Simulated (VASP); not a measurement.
# CdS (F-43m) in VASP: a series of runs

The runs below take CdS through single point, relaxation of cell and atoms, with RPBE.

Program: VASP 6.6.1. These are calculated values, not measurements. Logs are shortened: lines on timing, memory, paths and dates and some standing lists are left out, and cuts for length are marked.

## 1. The cell of the first run

It takes space group F-43m (No. 216, cubic). The conventional cell has a = 5.886 Å, b = 5.886 Å, c = 5.886 Å, α = 90.00°, β = 90.00°, γ = 90.00°. Within 3.4 Å of Cd (site symmetry -43m) lie 4 S at 2.55 Å. S (site symmetry -43m) has 4 Cd at 2.55 Å within 3.4 Å.

## 2. Single point, RPBE

Input file INCAR:

```
SYSTEM = CdS
PREC = Accurate
ENCUT = 520
EDIFF = 1E-6
ISMEAR = 0
SIGMA = 0.1
LREAL = .FALSE.
LASPH = .TRUE.
NELM = 80
ALGO = Normal
ISIF = 2
LWAVE = .FALSE.
LCHARG = .FALSE.
GGA = RP
NBANDS = 16
```

Input file KPOINTS:

```
regular mesh
0
G
  6 6 6
  0 0 0
```

Input file POSCAR:

```
CdS
1.0
    0.0000000000      2.9429534600      2.9429534600
    2.9429534600      0.0000000000      2.9429534600
    2.9429534600      2.9429534600      0.0000000000
Cd S
1 1
Direct
    0.0000000000      0.0000000000      0.0000000000
    0.7500000000      0.7500000000      0.7500000000
```

Potentials or basis: VASP PAW PBE potentials, release 64 (Cd, S).

Run with:

```bash
$ cat potpaw_PBE.64/Cd/POTCAR potpaw_PBE.64/S/POTCAR > POTCAR
$ mpirun -np 1 vasp_std > vasp.out
```

OUTCAR:

```text
SYSTEM = CdS
   PREC = Accurate
   ENCUT = 520
   EDIFF = 1E-6
   ISMEAR = 0
   LREAL = .FALSE.
   LASPH = .TRUE.
   NELM = 80
   ISIF = 2
   GGA = RP

 ion  position               nearest neighbor table
   1  0.000  0.000  0.000-   2 2.55   2 2.55   2 2.55   2 2.55
   2  0.750  0.750  0.750-   1 2.55   1 2.55   1 2.55   1 2.55

  LATTYP: Found a face centered cubic cell.
 ALAT       =     5.8859069200

  Lattice vectors:

 A1 = (   0.0000000000,   2.9429534600,   2.9429534600)
 A2 = (   2.9429534600,   0.0000000000,   2.9429534600)
 A3 = (   2.9429534600,   2.9429534600,   0.0000000000)

Analysis of symmetry for initial positions (statically):
=====================================================================
 Subroutine PRICEL returns:
 Original cell was already a primitive cell.

 Routine SETGRP: Setting up the symmetry group for a
 face centered cubic supercell.

 Subroutine GETGRP returns: Found 24 space group operations
 (whereof 24 operations were pure point group operations)
 out of a pool of 48 trial point group operations.

The static configuration has the point symmetry T_d .

Analysis of symmetry for dynamics (positions and initial velocities):
=====================================================================
 Subroutine PRICEL returns:
 Original cell was already a primitive cell.

 Routine SETGRP: Setting up the symmetry group for a
 face centered cubic supercell.

 Subroutine GETGRP returns: Found 24 space group operations
 (whereof 24 operations were pure point group operations)
 out of a pool of 48 trial point group operations.

The dynamic configuration has the point symmetry T_d .

 Subroutine INISYM returns: Found 24 space group operations
 (whereof 24 operations are pure point group operations),
 and found     1 'primitive' translations

----------------------------------------------------------------------------------------

                                     Primitive cell

  volume of cell :      50.9777

  direct lattice vectors                    reciprocal lattice vectors
     0.000000000  2.942953460  2.942953460    -0.169897352  0.169897352  0.169897352
     2.942953460  0.000000000  2.942953460     0.169897352 -0.169897352  0.169897352
     2.942953460  2.942953460  0.000000000     0.169897352  0.169897352 -0.169897352

  length of vectors
     4.161964697  4.161964697  4.161964697     0.294270846  0.294270846  0.294270846

  position of ions in fractional coordinates (direct lattice)
     0.000000000  0.000000000  0.000000000
     0.750000000  0.750000000  0.750000000

  ion indices of the primitive-cell ions
   primitive index   ion index
                 1           1
                 2           2

----------------------------------------------------------------------------------------

 KPOINTS: regular mesh

Automatic generation of k-mesh.
 Grid dimensions read from file:
 generate k-points for:    6    6    6

 Generating k-lattice:

  Cartesian coordinates                     Fractional coordinates (reciprocal lattice)
    -0.028316225  0.028316225  0.028316225     0.166666667  0.000000000  0.000000000
     0.028316225 -0.028316225  0.028316225     0.000000000  0.166666667  0.000000000
     0.028316225  0.028316225 -0.028316225     0.000000000  0.000000000  0.166666667

  Length of vectors
     0.049045141  0.049045141  0.049045141

  Shift w.r.t. Gamma in fractional coordinates (k-lattice)
     0.000000000  0.000000000  0.000000000

 Subroutine IBZKPT returns following result:
 ===========================================

 Found     16 irreducible k-points:

 Following reciprocal coordinates:
            Coordinates               Weight
  0.000000  0.000000  0.000000      1.000000
  0.166667  0.000000  0.000000      8.000000
  0.333333  0.000000  0.000000      8.000000
  0.500000  0.000000  0.000000      4.000000
  0.166667  0.166667  0.000000      6.000000
  0.333333  0.166667  0.000000     24.000000
[... 8 lines left out ...]
 -0.333333  0.333333  0.166667     24.000000
 -0.333333  0.500000  0.166667     12.000000
   k-points           NKPTS =     16   k-points in BZ     NKDIM =     16   number of bands    NBANDS=     16
   number of dos      NEDOS =    301   number of ions     NIONS =      2
   total plane-waves  NPLWV =  32768
   dimension x,y,z NGX =    32 NGY =   32 NGZ =   32
   dimension x,y,z NGXF=    64 NGYF=   64 NGZF=   64
   ions per type =               1   1
   NGX,Y,Z   is equivalent  to a cutoff of  12.78, 12.78, 12.78 a.u.
   NGXF,Y,Z  is equivalent  to a cutoff of  25.56, 25.56, 25.56 a.u.
 SYSTEM =  CdS
   PREC   = accura    normal or accurate (medium, high low for compatibility)
   ISTART =      0    job   : 0-new  1-cont  2-samecut
   ICHARG =      2    charge: 1-file 2-atom 10-const
   ISPIN  =      1    spin polarized calculation?
   LNONCOLLINEAR =      F non collinear calculations
   LSORBIT =      F    spin-orbit coupling
   LASPH  =      T    aspherical Exc in radial PAW
   ENCUT  =  520.0 eV  38.22 Ry    6.18 a.u.   7.74  7.74  7.74*2*pi/ulx,y,z
   NELM   =     80;   NELMIN=  2; NELMDL= -5     # of ELM steps
   EDIFF  = 0.1E-05   stopping-criterion for ELM
   LREAL  =      F    real-space projection
   EDIFFG = 0.1E-04   stopping-criterion for IOM
   NSW    =      0    number of steps for IOM
   IBRION =     -1    ionic relax: 0-MD 1-quasi-New 2-CG
   NFREE  =      0    steps in history (QN), initial steepest desc. (CG)
   ISIF   =      2    stress and relaxation
   ISYM   =      2    0-nonsym 1-usesym 2-fastsym
   POTIM  = 0.5000    time-step for ionic-motion
   TEBEG  =    0.0;   TEEND  =   0.0 temperature during run
   PSTRESS=    0.0 pullay stress
   NELECT =      18.0000    total number of electrons
   NUPDOWN=      -1.0000    fix difference up-down
   EMIN   =  10.00;   EMAX   =-10.00  energy-range for DOS
   EFERMI =   0.00;   METHOD = LEGACY
   ISMEAR =     0;   SIGMA  =   0.10  broadening in eV -4-tet -1-fermi 0-gaus
   EFERMI_NEDOS =   21; number of points for ismear=-14 and -15
   IALGO  =     38    algorithm
   IMIX   =      4    mixing-type and parameters
     AMIX     =   0.40;   BMIX     =  1.00
     AMIX_MAG =   1.60;   BMIX_MAG =  1.00
  volume/ion in A,a.u.               =      25.49       172.01
  Fermi-wavevector in a.u.,A,eV,Ry     =   1.157104  2.186609 18.216690  1.338889
  Thomas-Fermi vector in A             =   2.293718
   LORBIT       =      0    0 simple, 1 ext, 2 COOP (PROOUT), +10 PAW based schemes
   GGA     = RP    functional components
   LHFCALC =     F    Hartree Fock is set to
   AEXX    =    0.0000 exact exchange contribution
   IVDW    =     0    specifies the selected vdW correction
   LEPSILON=     F    determine dielectric tensor
   LRPA    =     F    only Hartree local field effects (RPA)
 non-spin polarized calculation
 Gauss-broadening in eV      SIGMA  =   0.10
  energy-cutoff  :      520.00
  volume of cell :       50.98
 maximum number of plane-waves:      1384
   NGX = 15   NGY = 15   NGZ = 15

 number of electron      18.0000005 magnetization

 Free energy of the ion-electron system (eV)
  ---------------------------------------------------
  ext. energy  EPLUGINS =         0.00000000
  ---------------------------------------------------
  free energy    TOTEN  =        -5.48850200 eV

  energy without entropy =       -5.48850200  energy(sigma->0) =       -5.48850200

 E-fermi :   1.6623     XC(G=0):  -8.7678

 val. band max:        1.2087447664   @ k =   0.0000   0.0000   0.0000
 cond. band min:       2.4820266396   @ k =   0.0000   0.0000   0.0000
 fundamental gap:      1.2732818732
 Fermi energy:         1.6623416150

 k-point     1 :       0.0000    0.0000    0.0000
  band No.  band energies     occupation
      1     -10.9740      2.00000
      2      -6.4273      2.00000
      3      -6.4273      2.00000
      4      -6.4273      2.00000
      5      -5.9872      2.00000
      6      -5.9872      2.00000
[... 8 lines left out ...]
     15      12.6444      0.00000
     16      12.7841      0.00000

 k-point     2 :       0.1667    0.0000    0.0000
  band No.  band energies     occupation
      1     -10.8764      2.00000
      2      -6.3925      2.00000
      3      -6.3925      2.00000
      4      -6.3274      2.00000
      5      -5.9876      2.00000
      6      -5.9876      2.00000
[... 8 lines left out ...]
     15      11.9324      0.00000
     16      13.2418      0.00000

 k-point     3 :       0.3333    0.0000    0.0000
  band No.  band energies     occupation
      1     -10.6807      2.00000
      2      -6.3356      2.00000
      3      -6.3356      2.00000
      4      -5.9737      2.00000
      5      -5.9713      2.00000
      6      -5.9713      2.00000
[... 8 lines left out ...]
     15      12.3371      0.00000
     16      12.4339      0.00000

 k-point     4 :       0.5000    0.0000    0.0000
  band No.  band energies     occupation
      1     -10.5837      2.00000
      2      -6.3158      2.00000
      3      -6.3158      2.00000
      4      -5.9522      2.00000
      5      -5.9522      2.00000
      6      -5.6263      2.00000
[... 8 lines left out ...]
     15      13.7085      0.00000
     16      13.7085      0.00000
[... 172 lines left out ...]
 k-point    14 :       0.5000    0.3333    0.1667
  band No.  band energies     occupation
      1     -10.5559      2.00000
      2      -6.2515      2.00000
      3      -6.2431      2.00000
      4      -6.0699      2.00000
      5      -5.9499      2.00000
      6      -5.7020      2.00000
[... 8 lines left out ...]
     15      14.1804      0.00000
     16      14.3869      0.00000

 k-point    15 :      -0.3333    0.3333    0.1667
  band No.  band energies     occupation
      1     -10.4943      2.00000
      2      -6.2462      2.00000
      3      -6.2088      2.00000
      4      -6.0217      2.00000
      5      -5.9689      2.00000
      6      -5.4645      2.00000
[... 8 lines left out ...]
     15      13.7251      0.00000
     16      14.4445      0.00000

 k-point    16 :      -0.3333    0.5000    0.1667
  band No.  band energies     occupation
      1     -10.4641      2.00000
      2      -6.2100      2.00000
      3      -6.1757      2.00000
      4      -6.0563      2.00000
      5      -5.9477      2.00000
      6      -5.4357      2.00000
[... 8 lines left out ...]
     15      14.3182      0.00000
     16      14.5569      0.00000

------------------------ aborting loop because EDIFF is reached ----------------------------------------

  FORCE on cell =-STRESS in cart. coord.  units (eV):
  Direction    XX          YY          ZZ          XY          YZ          ZX
  --------------------------------------------------------------------------------------
  -------------------------------------------------------------------------------------
  Total        1.1539816      1.1539816      1.1539816      0.0000000      0.0000000      0.0000000
  in kB       36.2684741     36.2684741     36.2684741      0.0000000      0.0000000      0.0000000
  external PRESSURE =      36.2684741 kB  Pullay stress =       0.0000000 kB

 VOLUME and BASIS-vectors are now :
 -----------------------------------------------------------------------------
  energy-cutoff  :      520.00
  volume of cell :       50.98
      direct lattice vectors                 reciprocal lattice vectors
     0.000000000  2.942953460  2.942953460    -0.169897352  0.169897352  0.169897352
     2.942953460  0.000000000  2.942953460     0.169897352 -0.169897352  0.169897352
     2.942953460  2.942953460  0.000000000     0.169897352  0.169897352 -0.169897352

 POSITION                                       TOTAL-FORCE (eV/Angst)
 -----------------------------------------------------------------------------------
      0.00000      0.00000      0.00000         0.000000      0.000000      0.000000
      4.41443      4.41443      4.41443        -0.000000     -0.000000     -0.000000
 -----------------------------------------------------------------------------------
    total drift:                                0.000001      0.000001      0.000001

  FREE ENERGIE OF THE ION-ELECTRON SYSTEM (eV)
  ---------------------------------------------------
  free  energy   TOTEN  =        -5.4885019964 eV

  energy  without entropy=       -5.4885019964  energy(sigma->0) =       -5.48850200
```

Wall time 8.8 s (1 thread of Intel Xeon Platinum 8559C (Emerald Rapids), shared host); peak memory 0.17 GiB.

Results:

* Free energy: -5.4885 eV
* Pressure: 3.6 GPa
* Band gap on the k mesh: 1.27 eV

Caveat: the cell stands under pressure; the PAW data sets were made with another functional, which shifts forces and pressure a little.

## 3. Single point, RPBE

This run uses another cell than the first one, of 27.10 Å³/atom.

Input file INCAR:

```
SYSTEM = CdS
PREC = Accurate
ENCUT = 520
EDIFF = 1E-6
ISMEAR = 0
SIGMA = 0.02
LREAL = .False.
LASPH = .True.
NELM = 60
ALGO = Normal
ISIF = 2
LWAVE = .False.
LCHARG = .False.
GGA = RP
NBANDS = 16
```

Input file KPOINTS:

```
regular mesh
0
Gamma
  8 8 8
  0 0 0
```

Input file POSCAR:

```
CdS
1.0
    0.0000000000      3.0035994480      3.0035994480
    3.0035994480      0.0000000000      3.0035994480
    3.0035994480      3.0035994480      0.0000000000
Cd S
1 1
Direct
    0.0000000000      0.0000000000      0.0000000000
    0.7500000000      0.7500000000      0.7500000000
```

Potentials or basis: VASP PAW PBE potentials, release 64 (Cd, S).

Run with:

```bash
$ cat potpaw_PBE.64/Cd/POTCAR potpaw_PBE.64/S/POTCAR > POTCAR
$ mpirun -np 1 vasp_std > vasp.out
```

Run time: 16 s. Hardware: 1 thread of Intel Xeon Platinum 8559C (Emerald Rapids), shared host; peak memory 0.18 GiB.

Results (log left out):

- Free energy: -5.5276 eV
- Pressure: 0.2 GPa
- Band gap on the k mesh: 1.13 eV

Levels at points of the mesh, in eV from the valence-band top:
```csv
k point,band 6,band 7,band 8,band 9,band 10,band 11,band 12,band 13
"(0.00, 0.00, 0.00)",-7.09,0.00,0.00,0.00,1.13,6.63,6.63,6.63
"(0.50, 0.00, 0.00)",-6.78,-3.83,-0.63,-0.63,3.01,7.08,7.08,7.42
"(0.50, 0.50, 0.00)",-6.72,-3.53,-1.57,-1.57,3.89,4.31,9.11,10.38
```

Caveat: the PAW data sets were made with another functional, which shifts forces and pressure a little.

## 4. Relaxation of cell and atoms, RPBE

Input file INCAR:

```
SYSTEM = CdS
ALGO = Normal
EDIFF = 1E-7
EDIFFG = -0.002
ENCUT = 600
GGA = RP
IBRION = 2
ISIF = 3
ISMEAR = 0
LASPH = .True.
LCHARG = .False.
LREAL = .False.
LWAVE = .False.
NELM = 80
NSW = 100
PREC = Accurate
SIGMA = 0.02
```

Input file KPOINTS:

```
k-points
0
Gamma
  8 8 8
  0 0 0
```

Input file POSCAR:

```
CdS
1.0
    0.0000000000      2.9429534600      2.9429534600
    2.9429534600      0.0000000000      2.9429534600
    2.9429534600      2.9429534600      0.0000000000
Cd S
1 1
Direct
    0.0000000000      0.0000000000      0.0000000000
    0.7500000000      0.7500000000      0.7500000000
```

Run with:

```bash
$ cat potpaw_PBE.64/Cd/POTCAR potpaw_PBE.64/S/POTCAR > POTCAR
$ mpirun -np 1 vasp_std > vasp.out
```

It took 65 s on 1 thread of Intel Xeon Platinum 8559C (Emerald Rapids), shared host; peak memory 0.22 GiB.

It converged, with:

| Property | Result |
| --- | --- |
| Free energy | -5.5266 eV |
| Relaxed volume | 27.22 Å³/atom |
| Relaxed cell | a = 4.254 Å, b = 4.254 Å, c = 4.254 Å, α = 60.00°, β = 60.00°, γ = 60.00° |
| Space group after relaxing (to 0.1 Å) | F-43m (No. 216) |
| Energy gained by relaxing | 18.2 meV/atom |
| Ionic steps | 5 |
| Pressure after relaxing | 0.0 GPa |
| Band gap on the k mesh | 1.12 eV |

Step by step:
| step | energy change (eV) | largest force (eV/Å) | pressure (GPa) | volume (Å³) |
| --- | --- | --- | --- | --- |
| 1 | 0.0000 | 0.0000 | 3.59 | 50.98 |
| 2 | -0.0344 | 0.0000 | -0.72 | 55.31 |
| 3 | -0.0364 | 0.0000 | 0.02 | 54.43 |
| 4 | -0.0364 | 0.0000 | -0.05 | 54.50 |
| 5 | -0.0364 | 0.0000 | 0.01 | 54.43 |

Final structure:
```xyz
2
Lattice="0.0000 3.0080 3.0080 3.0080 0.0000 3.0080 3.0080 3.0080 0.0000" Properties=species:S:1:pos:R:3 pbc="T T T"
Cd    0.0000    0.0000    0.0000
S     4.5120    4.5120    4.5120
```

Levels at points of the mesh, in eV from the valence-band top:
| k point | band 7 | band 8 | band 9 | band 10 | band 11 | band 12 |
| --- | --- | --- | --- | --- | --- | --- |
| (0.00, 0.00, 0.00) | 0.00 | 0.00 | 0.00 | 1.12 | 6.63 | 6.63 |
| (0.50, 0.00, 0.00) | -3.81 | -0.62 | -0.62 | 3.00 | 7.08 | 7.08 |
| (0.50, 0.50, 0.00) | -3.51 | -1.56 | -1.56 | 3.89 | 4.30 | 9.10 |

Caveat: the PAW data sets were made with another functional, which shifts forces and pressure a little.

## 5. The runs side by side

| task | cell | k mesh | cutoff (eV) | smearing | gap on the mesh (eV) | pressure (GPa) |
| --- | --- | --- | --- | --- | --- | --- |
| single point | a = 4.162 Å, angles 60.0°, 2 atoms | 6 × 6 × 6 | 520 | gaussian 0.1 eV | 1.27 | 3.6 |
| single point | a = 4.248 Å, angles 60.0°, 2 atoms | 8 × 8 × 8 | 520 | gaussian 0.02 eV | 1.13 | 0.2 |
| relaxation of cell and atoms | relaxed from a = 4.162 Å, angles 60.0°, 2 atoms | 8 × 8 × 8 | 600 | gaussian 0.02 eV | 1.12 | 0.0 |

Alike in all rows: level RPBE; potentials or basis VASP PAW PBE potentials, release 64 (Cd, S); no spin polarisation.

Caveats: the PAW data sets were made with another functional, which shifts forces and pressure a little; the cell stands under pressure (at least some runs).

Total energies depend on the potentials used, so only differences within one code and one set of settings carry meaning.
